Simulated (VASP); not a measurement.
A run of VASP 6.6.1 is set up as follows.

Contents of INCAR:

```
SYSTEM = Ag
  PREC = Accurate
  ENCUT = 520
  EDIFF = 1E-7
  ISMEAR = -1
  SIGMA = 0.1
  LREAL = .FALSE.
  LASPH = .TRUE.
  NELM = 80
  ALGO = Normal
  ISIF = 2
  LWAVE = .FALSE.
  LCHARG = .FALSE.
  GGA = PE
  NBANDS = 12
```

Contents of KPOINTS:

```
regular mesh
0
G
  11 11 11
  0 0 0
```

Contents of POSCAR:

```
Ag
1.0
    0.0000000000      2.0762436579      2.0762436579
    2.0762436579      0.0000000000      2.0762436579
    2.0762436579      2.0762436579      0.0000000000
Ag
1
Direct
    0.0000000000      0.0000000000      0.0000000000
```

Potentials or basis: VASP PAW PBE potentials, release 64 (Ag).

Run with:

```bash
$ cat potpaw_PBE.64/Ag/POTCAR > POTCAR
$ mpirun -np 1 vasp_std > vasp.out
```

**Question.** Predict the pressure.

**Answer.** -0.5 GPa.
